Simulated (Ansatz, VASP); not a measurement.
# CsBaPd4: VASP beside Ansatz

File INCAR:

```
SYSTEM = CsBaPd4
  PREC = Accurate
  ENCUT = 600
  EDIFF = 1E-6
  ISMEAR = 0
  SIGMA = 0.1
  LREAL = .False.
  LASPH = .True.
  NELM = 60
  ALGO = Fast
  ISIF = 3
  LWAVE = .False.
  LCHARG = .False.
  GGA = PE
  IBRION = 2
  NSW = 100
  EDIFFG = -0.01
```

Contents of KPOINTS:

```
regular mesh
0
Gamma
  8 8 8
  0 0 0
```

The input POSCAR:

```
CsBaPd4
1.0
    0.0000000000      4.0291684039      4.0291684039
    4.0291684039      0.0000000000      4.0291684039
    4.0291684039      4.0291684039      0.0000000000
Cs Ba Pd
1 1 4
Direct
    0.2500000000      0.2500000000      0.2500000000
    0.0000000000      0.0000000000      0.0000000000
    0.6257700000      0.1226900000      0.6257700000
    0.6257700000      0.6257700000      0.1226900000
    0.6257700000      0.6257700000      0.6257700000
    0.1226900000      0.6257700000      0.6257700000
```

Input for Ansatz:

```yaml
crystal:
  lattice:
    - [0.0, 4.0291684039, 4.0291684039]
    - [4.0291684039, 0.0, 4.0291684039]
    - [4.0291684039, 4.0291684039, 0.0]
  atoms:
    - { symbol: Cs, position: [0.25, 0.25, 0.25] }
    - { symbol: Ba, position: [0.0, 0.0, 0.0] }
    - { symbol: Pd, position: [0.62577, 0.12269, 0.62577] }
    - { symbol: Pd, position: [0.62577, 0.62577, 0.12269] }
    - { symbol: Pd, position: [0.62577, 0.62577, 0.62577] }
    - { symbol: Pd, position: [0.12269, 0.62577, 0.62577] }
basis:
  ecutwfc: 420
kpoints:
  mp_grid: { grid: [8, 8, 8] }
hamiltonian:
  xc: pbe
scf:
  occupations: { method: gaussian, width: 0.1 }
output:
  forces: true
  stress: true
  eigenvalues: true
relax:
  adjacent_minimum: "off"
  f_tol: 0.01
  max_steps: 80
  cell: { stress_tol: 0.05 }
```

Alike in both runs: task relaxation of cell and atoms; functional PBE; k mesh 8 × 8 × 8; occupations gaussian, width 0.1 eV; no spin polarisation.

|  | VASP | Ansatz |
| --- | --- | --- |
| version | VASP 6.6.1 | Ansatz 0.2.0 |
| potentials or method | VASP PAW PBE potentials, release 64 (Cs_sv, Ba_sv, Pd), cutoff 600 eV | scalar-relativistic, plane waves, PAW |
| valence electrons in the cell | 59 | 91 |

```tsv
	VASP	Ansatz	Ansatz less VASP
gap on the k mesh at the Fermi level, each at its own relaxed structure (eV)	none	none	-
relaxed volume (Å³/atom)	22.68	22.47	-0.209
relaxed length of the cell vector where the two differ most in proportion (Å)	5.774	5.756	-0.0178
```

A gap of «none» marks a metal or a gap that the smearing closes. VASP's potentials hold 59 valence electrons a cell and Ansatz's 91, so a difference there can come from the potentials and not from the codes.

Spin-orbit coupling is off throughout.
